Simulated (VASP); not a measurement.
# AlN (P6_3mc) in VASP: single point with PBE

Aim: the single point of AlN with PBE.

Everything below comes from runs of VASP 6.6.1. Logs are shortened: lines on timing, memory, paths and dates and some standing lists are left out, and cuts for length are marked.

### Step 1. The cell of the first run

Symmetry: P6_3mc, No. 186, hexagonal system. The conventional cell has a = 3.112 Å, b = 3.112 Å, c = 4.982 Å, α = 90.00°, β = 90.00°, γ = 120.00°. Within 2.5 Å of Al (site symmetry 3m) lie 4 N at 1.89 to 1.90 Å. N (site symmetry 3m) has 4 Al at 1.89 to 1.90 Å within 2.5 Å.

### Step 2. Single point, PBE

The input, INCAR:

```
PREC = Accurate ; ENCUT = 600
EDIFF = 1E-6 ; ISMEAR = -1
SIGMA = 0.01 ; LREAL = False
LASPH = True ; NELM = 120
ALGO = Normal ; ISIF = 2
LWAVE = False ; LCHARG = True
GGA = PE ; LELF = True
LVHAR = True ; NBANDS = 16
GGA_COMPAT = False
```

The input, KPOINTS:

```
Automatic mesh
0
Gamma
  6 6 4
```

The input, POSCAR:

```
AlN
1.0
    3.1120000000      0.0000000000      0.0000000000
   -1.5560000000      2.6950710000      0.0000000000
    0.0000000000      0.0000000000      4.9820000000
Al N
2 2
Direct
    0.3333330000      0.6666670000      0.0000000000
    0.6666670000      0.3333330000      0.5000000000
    0.3333330000      0.6666670000      0.3820000000
    0.6666670000      0.3333330000      0.8820000000
```

Potentials or basis: VASP PAW PBE potentials, release 64 (Al, N).

Started as:

```console
> cat potpaw_PBE.64/Al/POTCAR potpaw_PBE.64/N/POTCAR > POTCAR
> mpirun -np 1 vasp_std > vasp.out
```

OUTCAR:

```text
PREC = Accurate
   ENCUT = 600
   EDIFF = 1E-6
   ISMEAR = -1
   LREAL = False
   LASPH = True
   NELM = 120
   ISIF = 2
   GGA = PE

 ion  position               nearest neighbor table
   1  0.333  0.667  0.000-   4 1.89   4 1.89   4 1.89   3 1.90   2 3.07   2 3.07   2 3.07   2 3.07
                             2 3.07   2 3.07
   2  0.667  0.333  0.500-   3 1.89   3 1.89   3 1.89   4 1.90   1 3.07   1 3.07   1 3.07   1 3.07
                             1 3.07   1 3.07
   3  0.333  0.667  0.382-   2 1.89   2 1.89   2 1.89   1 1.90
   4  0.667  0.333  0.882-   1 1.89   1 1.89   1 1.89   2 1.90

  LATTYP: Found a hexagonal cell.
 ALAT       =     3.1120000000
 C/A-ratio  =     1.6008997429

  Lattice vectors:

 A1 = (   3.1120000000,   0.0000000000,   0.0000000000)
 A2 = (  -1.5560000000,   2.6950710000,   0.0000000000)
 A3 = (   0.0000000000,   0.0000000000,   4.9820000000)

Analysis of symmetry for initial positions (statically):
=====================================================================
 Subroutine PRICEL returns:
 Original cell was already a primitive cell.

 Routine SETGRP: Setting up the symmetry group for a
 hexagonal supercell.

 Subroutine GETGRP returns: Found 12 space group operations
 (whereof  6 operations were pure point group operations)
 out of a pool of 24 trial point group operations.

The static configuration has the point symmetry C_3v.
 The point group associated with its full space group is C_6v.

Analysis of symmetry for dynamics (positions and initial velocities):
=====================================================================
 Subroutine PRICEL returns:
 Original cell was already a primitive cell.

 Routine SETGRP: Setting up the symmetry group for a
 hexagonal supercell.

 Subroutine GETGRP returns: Found 12 space group operations
 (whereof  6 operations were pure point group operations)
 out of a pool of 24 trial point group operations.

The dynamic configuration has the point symmetry C_3v.
 The point group associated with its full space group is C_6v.

 Subroutine INISYM returns: Found 12 space group operations
 (whereof  6 operations are pure point group operations),
 and found     1 'primitive' translations

----------------------------------------------------------------------------------------

                                     Primitive cell

  volume of cell :      41.7843

  direct lattice vectors                    reciprocal lattice vectors
     3.112000000  0.000000000  0.000000000     0.321336761  0.185523869  0.000000000
    -1.556000000  2.695071000  0.000000000     0.000000000  0.371047739  0.000000000
     0.000000000  0.000000000  4.982000000     0.000000000  0.000000000  0.200722601

  length of vectors
     3.112000000  3.111999951  4.982000000     0.371047733  0.371047739  0.200722601

  position of ions in fractional coordinates (direct lattice)
     0.333333000  0.666667000  0.000000000
     0.666667000  0.333333000  0.500000000
     0.333333000  0.666667000  0.382000000
     0.666667000  0.333333000  0.882000000

  ion indices of the primitive-cell ions
   primitive index   ion index
                 1           1
                 2           2
                 3           3
                 4           4

----------------------------------------------------------------------------------------

 KPOINTS: Automatic mesh

Automatic generation of k-mesh.
 Grid dimensions read from file:
 generate k-points for:    6    6    4

 Generating k-lattice:

  Cartesian coordinates                     Fractional coordinates (reciprocal lattice)
     0.053556127  0.030920645  0.000000000     0.166666667  0.000000000  0.000000000
     0.000000000  0.061841290  0.000000000     0.000000000  0.166666667  0.000000000
     0.000000000  0.000000000  0.050180650     0.000000000  0.000000000  0.250000000

  Length of vectors
     0.061841289  0.061841290  0.050180650

  Shift w.r.t. Gamma in fractional coordinates (k-lattice)
     0.000000000  0.000000000  0.000000000

 Subroutine IBZKPT returns following result:
 ===========================================

 Found     21 irreducible k-points:

 Following reciprocal coordinates:
            Coordinates               Weight
  0.000000  0.000000  0.000000      1.000000
  0.166667  0.000000  0.000000      6.000000
  0.333333  0.000000  0.000000      6.000000
  0.500000  0.000000  0.000000      3.000000
  0.166667  0.166667  0.000000      6.000000
  0.333333  0.166667  0.000000     12.000000
[... 13 lines left out ...]
  0.333333  0.166667  0.500000     12.000000
  0.333333  0.333333  0.500000      2.000000
   k-points           NKPTS =     21   k-points in BZ     NKDIM =     21   number of bands    NBANDS=     16
   number of dos      NEDOS =    301   number of ions     NIONS =      4
   total plane-waves  NPLWV =  31360
   dimension x,y,z NGX =    28 NGY =   28 NGZ =   40
   dimension x,y,z NGXF=    56 NGYF=   56 NGZF=   80
   ions per type =               2   2
   NGX,Y,Z   is equivalent  to a cutoff of  14.96, 14.96, 13.35 a.u.
   NGXF,Y,Z  is equivalent  to a cutoff of  29.92, 29.92, 26.70 a.u.
 SYSTEM =  unknown system
   PREC   = accura    normal or accurate (medium, high low for compatibility)
   ISTART =      0    job   : 0-new  1-cont  2-samecut
   ICHARG =      2    charge: 1-file 2-atom 10-const
   ISPIN  =      1    spin polarized calculation?
   LNONCOLLINEAR =      F non collinear calculations
   LSORBIT =      F    spin-orbit coupling
   LASPH  =      T    aspherical Exc in radial PAW
   ENCUT  =  600.0 eV  44.10 Ry    6.64 a.u.   6.22  6.22  9.95*2*pi/ulx,y,z
   NELM   =    120;   NELMIN=  2; NELMDL= -5     # of ELM steps
   EDIFF  = 0.1E-05   stopping-criterion for ELM
   LREAL  =      F    real-space projection
   EDIFFG = 0.1E-04   stopping-criterion for IOM
   NSW    =      0    number of steps for IOM
   IBRION =     -1    ionic relax: 0-MD 1-quasi-New 2-CG
   NFREE  =      0    steps in history (QN), initial steepest desc. (CG)
   ISIF   =      2    stress and relaxation
   ISYM   =      2    0-nonsym 1-usesym 2-fastsym
   POTIM  = 0.5000    time-step for ionic-motion
   TEBEG  =    0.0;   TEEND  =   0.0 temperature during run
   PSTRESS=    0.0 pullay stress
   NELECT =      16.0000    total number of electrons
   NUPDOWN=      -1.0000    fix difference up-down
   EMIN   =  10.00;   EMAX   =-10.00  energy-range for DOS
   EFERMI =   0.00;   METHOD = LEGACY
   ISMEAR =    -1;   SIGMA  =   0.01  broadening in eV -4-tet -1-fermi 0-gaus
   EFERMI_NEDOS =   21; number of points for ismear=-14 and -15
   IALGO  =     38    algorithm
   IMIX   =      4    mixing-type and parameters
     AMIX     =   0.40;   BMIX     =  1.00
     AMIX_MAG =   1.60;   BMIX_MAG =  1.00
  volume/ion in A,a.u.               =      10.45        70.49
  Fermi-wavevector in a.u.,A,eV,Ry     =   1.188804  2.246514 19.228506  1.413255
  Thomas-Fermi vector in A             =   2.324926
   LORBIT       =      0    0 simple, 1 ext, 2 COOP (PROOUT), +10 PAW based schemes
   GGA     = PE    functional components
   LHFCALC =     F    Hartree Fock is set to
   AEXX    =    0.0000 exact exchange contribution
   IVDW    =     0    specifies the selected vdW correction
   LEPSILON=     F    determine dielectric tensor
   LRPA    =     F    only Hartree local field effects (RPA)
 non-spin polarized calculation
  energy-cutoff  :      600.00
  volume of cell :       41.78
 maximum number of plane-waves:      1412
 NGX is ok and might be reduce to    28
   NGX = 13   NGY = 13   NGZ = 19

 number of electron      15.9999999 magnetization

 Free energy of the ion-electron system (eV)
  ---------------------------------------------------
  ext. energy  EPLUGINS =         0.00000000
  ---------------------------------------------------
  free energy    TOTEN  =       -29.77390193 eV

  energy without entropy =      -29.77390193  energy(sigma->0) =      -29.77390193

 E-fermi :   6.3912     XC(G=0): -10.9087

 val. band max:        6.1567833031   @ k =   0.0000   0.0000   0.0000
 cond. band min:      10.3554732193   @ k =   0.0000   0.0000   0.0000
 fundamental gap:      4.1986899161
 Fermi energy:         6.3912061223

 k-point     1 :       0.0000    0.0000    0.0000
  band No.  band energies     occupation
      1      -9.0361      2.00000
      2      -6.8900      2.00000
      3       0.1606      2.00000
      4       5.2826      2.00000
      5       5.2826      2.00000
      6       5.9335      2.00000
[... 8 lines left out ...]
     15      19.2811      0.00000
     16      19.2812      0.00000

 k-point     2 :       0.1667    0.0000    0.0000
  band No.  band energies     occupation
      1      -8.6896      2.00000
      2      -6.7027      2.00000
      3       0.5764      2.00000
      4       3.8665      2.00000
      5       4.6476      2.00000
      6       4.8916      2.00000
[... 8 lines left out ...]
     15      18.5022      0.00000
     16      18.9448      0.00000

 k-point     3 :       0.3333    0.0000    0.0000
  band No.  band energies     occupation
      1      -7.7954      2.00000
      2      -6.3707      2.00000
      3       1.6439      2.00000
      4       1.7291      2.00000
      5       2.8259      2.00000
      6       4.3031      2.00000
[... 8 lines left out ...]
     15      18.2358      0.00000
     16      20.5403      0.00000

 k-point     4 :       0.5000    0.0000    0.0000
  band No.  band energies     occupation
      1      -7.0721      2.00000
      2      -6.3772      2.00000
      3       0.7005      2.00000
      4       1.9837      2.00000
      5       2.8092      2.00000
      6       4.0577      2.00000
[... 8 lines left out ...]
     15      18.9627      0.00000
     16      21.2822      0.00000
[... 267 lines left out ...]
 k-point    19 :       0.1667    0.1667    0.5000
  band No.  band energies     occupation
      1      -7.3408      2.00000
      2      -7.3408      2.00000
      3       1.9377      2.00000
      4       1.9377      2.00000
      5       4.3176      2.00000
      6       4.3176      2.00000
[... 8 lines left out ...]
     15      19.0895      0.00000
     16      19.0895      0.00000

 k-point    20 :       0.3333    0.1667    0.5000
  band No.  band energies     occupation
      1      -6.7188      2.00000
      2      -6.7188      2.00000
      3       0.9943      2.00000
      4       0.9943      2.00000
      5       3.5228      2.00000
      6       3.5228      2.00000
[... 8 lines left out ...]
     15      19.6031      0.00000
     16      19.6031      0.00000

 k-point    21 :       0.3333    0.3333    0.5000
  band No.  band energies     occupation
      1      -6.4941      2.00000
      2      -6.4941      2.00000
      3       1.3133      2.00000
      4       1.3134      2.00000
      5       2.2891      2.00000
      6       2.2891      2.00000
[... 8 lines left out ...]
     15      19.9704      0.00000
     16      19.9704      0.00000

------------------------ aborting loop because EDIFF is reached ----------------------------------------

  FORCE on cell =-STRESS in cart. coord.  units (eV):
  Direction    XX          YY          ZZ          XY          YZ          ZX
  --------------------------------------------------------------------------------------
  -------------------------------------------------------------------------------------
  Total        0.8839692      0.8839692      0.8871929      0.0000000      0.0000000      0.0000000
  in kB       33.8948888     33.8948873     34.0184969      0.0000000      0.0000000      0.0000000
  external PRESSURE =      33.9360910 kB  Pullay stress =       0.0000000 kB

 VOLUME and BASIS-vectors are now :
 -----------------------------------------------------------------------------
  energy-cutoff  :      600.00
  volume of cell :       41.78
      direct lattice vectors                 reciprocal lattice vectors
     3.112000000  0.000000000  0.000000000     0.321336761  0.185523869  0.000000000
    -1.556000000  2.695071000  0.000000000     0.000000000  0.371047739  0.000000000
     0.000000000  0.000000000  4.982000000     0.000000000  0.000000000  0.200722601

 POSITION                                       TOTAL-FORCE (eV/Angst)
 -----------------------------------------------------------------------------------
     -0.00000      1.79671      0.00000        -0.000000      0.000000      0.005261
      1.55600      0.89836      2.49100        -0.000000      0.000000      0.005261
     -0.00000      1.79671      1.90312        -0.000000      0.000000     -0.005261
      1.55600      0.89836      4.39412         0.000000     -0.000000     -0.005261
 -----------------------------------------------------------------------------------
    total drift:                               -0.000857      0.000495      0.000571

  FREE ENERGIE OF THE ION-ELECTRON SYSTEM (eV)
  ---------------------------------------------------
  free  energy   TOTEN  =       -29.7739019296 eV

  energy  without entropy=      -29.7739019296  energy(sigma->0) =      -29.77390193
```

Run time: 8.5 s. Hardware: 1 thread of Intel Xeon 6975P-C (Granite Rapids), shared host; peak memory 0.17 GiB.

Results:

```
Free energy            : -29.7739 eV
Pressure               : 3.4 GPa
Largest force          : 0.005 eV/Å
Band gap on the k mesh : 4.20 eV, direct
```

Forces on the atoms (eV/Å):
```
Al   0.000  0.000  0.005
Al   0.000  0.000  0.005
N    0.000  0.000 -0.005
N    0.000  0.000 -0.005
```

PBE gaps usually lie below the measured ones, often by a third to a half.
